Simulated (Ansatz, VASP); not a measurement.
One calculation of AlN, two programs

```
Al N
1.0
     0.00000    2.18399    2.18399
     2.18399    0.00000    2.18399
     2.18399    2.18399    0.00000
Al N
1 1
Direct
  0.00000 0.00000 0.00000
  0.25000 0.25000 0.25000
```

Alike in both runs: functional HSE06; k mesh 8 × 8 × 8; occupations fermi-dirac, width 0.05 eV; no spin polarisation.

|  | VASP | Ansatz |
| --- | --- | --- |
| version | VASP 6.6.1 | Ansatz 0.2.0 |
| potentials or method | VASP PAW PBE potentials, release 64 (Al, N) | Ansatz PAW |
| plane-wave cutoff (eV) | 520 | 420 |
| valence electrons in the cell | 8 | 8 |
| task | single point | band structure |

```csv
,VASP,Ansatz,Ansatz less VASP
gap on the k mesh at the Fermi level (eV),4.55,4.55,0.000
least direct gap on the mesh (eV),5.55,5.56,+0.009
pressure (GPa),-0.5,-0.4,+0.15
```

The functional is the same, so the differences come from potentials, cutoffs and numerics.
